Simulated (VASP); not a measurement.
The system is Be3H4Br2.

```
CELL_PARAMETERS angstrom
3.16106 0.00000 0.00000
-1.58053 2.73756 0.00000
0.00000 0.00000 7.74298
ATOMIC_POSITIONS crystal
Be 0.66667 0.33333 0.83333
Be 0.00000 0.00000 0.50000
Be 0.33333 0.66667 0.16667
H 0.33333 0.66667 0.41667
H 0.66667 0.33333 0.08333
H 0.66667 0.33333 0.58333
H 0.33333 0.66667 0.91667
Br 0.00000 0.00000 0.75000
Br 0.00000 0.00000 0.25000
```

| Item | Value |
| --- | --- |
| Program | VASP 6.6.1 |
| Task | relaxation of cell and atoms |
| Functional | PBE |
| Potentials or basis | VASP PAW PBE potentials, release 64 (Be, H_h, Br) |
| Cutoff | 1230 eV |
| k mesh | 6 × 6 × 2 |
| Occupations | gaussian, width 0.1 eV |
| Spin | no spin polarisation |

At the start: pressure 60.7 GPa; volume 7.44 Å³/atom.

Q: How do energy, volume and symmetry change on relaxing?

A: Over 36 steps the energy falls by 1040.7 meV/atom and the volume is 12.96 Å³/atom (+74.1 %); space group P-3m1 (No. 164, to 0.1 Å) before and after.

Step by step:
| step | energy change (eV) | largest force (eV/Å) | pressure (GPa) | volume (Å³) |
| --- | --- | --- | --- | --- |
| 1 | 0.0000 | 4.9154 | 60.65 | 67.00 |
| 2 | -6.6044 | 1.9895 | -0.44 | 98.19 |
| 3 | -6.7772 | 1.7419 | -6.27 | 109.43 |
| 4 | -6.7823 | 1.7548 | -5.05 | 106.39 |
| 5 | -7.6333 | 1.2298 | -3.51 | 103.67 |
| 6 | -7.9073 | 1.5036 | 0.16 | 100.83 |
| 7 | -7.9405 | 0.8805 | -1.35 | 101.76 |
| 8 | -7.9469 | 0.8664 | -0.97 | 101.51 |
| 9 | -8.2827 | 0.4637 | 0.09 | 99.32 |
| 10 | -8.4658 | 0.6718 | 3.75 | 95.86 |
| 11 | -8.7489 | 0.5294 | 2.07 | 99.40 |
| 12 | -8.8443 | 0.6953 | 0.05 | 106.44 |
| 13 | -8.8955 | 0.4929 | 0.61 | 104.02 |
| 14 | -8.9506 | 0.5981 | -0.86 | 106.22 |
| 15 | -8.9511 | 0.6447 | -0.99 | 106.44 |
| 16 | -9.0013 | 0.5075 | -1.10 | 106.71 |
| 17 | -9.1347 | 0.4231 | -1.22 | 107.45 |
| 18 | -9.1292 | 0.7928 | -0.85 | 108.66 |
| 19 | -9.1881 | 0.5044 | -1.11 | 108.04 |
| 20 | -9.2562 | 0.3774 | 0.72 | 106.53 |
| 21 | -9.2640 | 0.3621 | 1.61 | 105.85 |
| 22 | -9.3099 | 0.2581 | 0.92 | 108.21 |
| 23 | -9.3373 | 0.1742 | 0.01 | 111.86 |
| 24 | -9.3447 | 0.1312 | 0.25 | 112.11 |
| 25 | -9.3461 | 0.1705 | 0.42 | 112.28 |
| 26 | -9.3498 | 0.1229 | 0.39 | 112.63 |
| 27 | -9.3555 | 0.0893 | 0.31 | 113.66 |
| 28 | -9.3557 | 0.1301 | 0.30 | 113.88 |
| 29 | -9.3575 | 0.0962 | 0.11 | 114.38 |
| 30 | -9.3588 | 0.0958 | -0.30 | 115.54 |
| 31 | -9.3605 | 0.0897 | -0.25 | 115.74 |
| 32 | -9.3631 | 0.0710 | -0.10 | 116.34 |
| 33 | -9.3632 | 0.0745 | -0.06 | 116.48 |
| 34 | -9.3648 | 0.0613 | 0.13 | 116.37 |
| 35 | -9.3653 | 0.0490 | 0.32 | 116.27 |
| 36 | -9.3664 | 0.0296 | 0.20 | 116.66 |

Final structure:
```
Be H Br
1.0
     3.28072    0.00000    0.00000
    -1.64036    2.84118    0.00000
     0.00000    0.00000   12.51556
Be H Br
3 4 2
Direct
  0.66667 0.33333 0.92137
  0.00000 0.00000 0.50000
  0.33333 0.66667 0.07863
  0.33333 0.66667 0.44905
  0.66667 0.33333 0.03303
  0.66667 0.33333 0.55095
  0.33333 0.66667 0.96697
  0.00000 0.00000 0.81675
  0.00000 0.00000 0.18325
```

Caveat: the k points lie up to 0.37 Å⁻¹ apart in the final cell; the volume moved by over 15 % at a fixed basis, so the end points are rough.
